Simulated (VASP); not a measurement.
A run of VASP 6.6.1 is set up as follows.

INCAR

```
SYSTEM = Zn6InO8
PREC = Accurate
ENCUT = 520
EDIFF = 1E-6
ISMEAR = 0
SIGMA = 0.05
LREAL = Auto
LASPH = .True.
NELM = 150
ALGO = Normal
ISIF = 2
LWAVE = .False.
LCHARG = .False.
ISPIN = 2
MAGMOM = 0 0 0 0 0 0 0 0 0 0 0 0 0 0 1
LORBIT = 11
GGA = PE
NBANDS = 84
```

File KPOINTS:

```
Automatic mesh
0
Gamma
  2 2 2
  0 0 0
```

The input POSCAR:

```
Zn6InO8
1.0
   -3.2049000000     -5.5510500000      0.0000000000
    4.8073500000     -2.7755250000      0.0000000000
    0.0000000000      0.0000000000      5.1216000000
Zn O In
6 8 1
Direct
    0.5018535112      0.6823502365      0.4987820008
    0.2454990560      0.8240284976      0.0085786400
    0.2298860095      0.1721842399      0.5009842986
    0.0006944727      0.3257618302      0.0058437199
   -0.0153960599      0.6656936951      0.4957347375
    0.7642445651      0.8418057813      0.0009516207
    0.4804150608      0.3451894725      0.4073277201
    0.5042613035      0.6765630842      0.8849877175
    0.2414454191      0.8373709864      0.3897053425
    0.2523120023      0.1570099011      0.8849005279
   -0.0051950258      0.3418198568      0.3759203131
    0.0038755852      0.6570530953      0.8764375467
    0.7462375776      0.8313800441      0.3717500924
    0.7736933031      0.1546852241      0.8514818675
    0.5261727595      0.3204370947      0.0130138549
```

Potentials or basis: VASP PAW PBE potentials, release 64 (Zn, O, In_d).

Launch:

```bash
$ cat potpaw_PBE.64/Zn/POTCAR potpaw_PBE.64/O/POTCAR potpaw_PBE.64/In_d/POTCAR > POTCAR
$ mpirun -np 1 vasp_std > vasp.out
```

Question: Estimate the net moment.

Answer: 0.00 μB per cell.

Question: What does it give for the pressure?

Answer: 12.2 GPa.

Stress tensor (GPa, compression positive):
```
12.80  0.25  0.21
 0.25 12.36  0.24
 0.21  0.24 11.55
```

Caveat: the k points lie up to 0.61 Å⁻¹ apart.
